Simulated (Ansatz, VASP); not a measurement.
# One calculation of Be3Au, two programs

INCAR

```
SYSTEM = Be3Au
ALGO = Normal ; EDIFF = 1E-7
EDIFFG = -0.04 ; ENCUT = 600
GGA = PE ; IBRION = 2
ISIF = 3 ; ISMEAR = 0
LASPH = .TRUE. ; LCHARG = .FALSE.
LREAL = .FALSE. ; LWAVE = .FALSE.
NELM = 80 ; NSW = 90
PREC = Accurate ; SIGMA = 0.1
```

Contents of KPOINTS:

```
k-points
0
G
  8 8 8
  0 0 0
```

File POSCAR:

```
Be3Au
1.0
   -1.6662988824      1.6662988824      3.7221221789
    1.6662988824     -1.6662988824      3.7221221789
    1.6662988824      1.6662988824     -3.7221221789
Be Au
3 1
Direct
    0.5000000000      0.5000000000      0.0000000000
    0.2500000000      0.7500000000      0.5000000000
    0.7500000000      0.2500000000      0.5000000000
    0.0000000000      0.0000000000      0.0000000000
```

Input for Ansatz:

```yaml
crystal:
  lattice:
    - [-1.6662988824, 1.6662988824, 3.7221221789]
    - [1.6662988824, -1.6662988824, 3.7221221789]
    - [1.6662988824, 1.6662988824, -3.7221221789]
  atoms:
    - { symbol: Be, position: [0.5, 0.5, 0.0] }
    - { symbol: Be, position: [0.25, 0.75, 0.5] }
    - { symbol: Be, position: [0.75, 0.25, 0.5] }
    - { symbol: Au, position: [0.0, 0.0, 0.0] }
basis:
  ecutwfc: 420
kpoints:
  mp_grid: { grid: [8, 8, 8] }
hamiltonian:
  xc: pbe
scf:
  occupations: { method: gaussian, width: 0.1 }
  lower_state_search: "off"
output:
  forces: true
  stress: true
  eigenvalues: true
relax:
  adjacent_minimum: "off"
  f_tol: 0.04
  max_steps: 70
  cell: { stress_tol: 0.4 }
```

Alike in both runs: task relaxation of cell and atoms; functional PBE; k mesh 8 × 8 × 8; occupations gaussian, width 0.1 eV; no spin polarisation.

|  | VASP | Ansatz |
| --- | --- | --- |
| version | VASP 6.6.1 | Ansatz 0.2.0 |
| potentials or method | VASP PAW PBE potentials, release 64 (Be, Au), cutoff 600 eV | scalar-relativistic, plane waves, PAW |
| valence electrons in the cell | 17 | 25 |

|  | VASP | Ansatz | Ansatz less VASP |
| --- | --- | --- | --- |
| gap on the k mesh at the Fermi level, each at its own relaxed structure (eV) | none | none | - |
| relaxed volume (Å³/atom) | 10.60 | 10.59 | -0.010 |
| relaxed cell length with the largest relative difference (Å) | 4.259 | 4.263 | +0.0038 |

A gap of «none» marks a metal or a gap that the smearing closes. VASP's potentials hold 17 valence electrons a cell and Ansatz's 25, so a difference there can come from the potentials and not from the codes.

Spin-orbit coupling is off throughout.
